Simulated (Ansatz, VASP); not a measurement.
## One calculation of BN, two programs

```xyz
2
Lattice="0.0000 1.8123 1.8123 1.8123 0.0000 1.8123 1.8123 1.8123 0.0000" Properties=species:S:1:pos:R:3 pbc="T T T"
B    -0.2000    0.0000    0.0000
N     2.8729    2.7185    2.7185
```

Change from the starting cell: mode 4 (1026.0 1/cm) frozen in, largest displacement -0.200 Å.

Alike in both runs: task single point; functional PBE; k mesh 12 × 12 × 12; occupations gaussian, width 0.05 eV; no spin polarisation.

```csv
,VASP,Ansatz
version,VASP 6.6.1,Ansatz 0.2.0
potentials or method,"VASP PAW PBE potentials, release 64 (B, N), cutoff 600 eV","scalar-relativistic, plane waves, PAW"
valence electrons in the cell,8,8
```

```tsv
	VASP	Ansatz	Ansatz less VASP
gap on the k mesh at the Fermi level (eV)	1.79	1.80	+0.013
least direct gap on the mesh (eV)	6.21	6.21	+0.001
rms of the force components (eV/Å)	3.586	3.586	+0.0002
```

Atom by atom the forces differ by 0.000 eV/Å (rms over components).
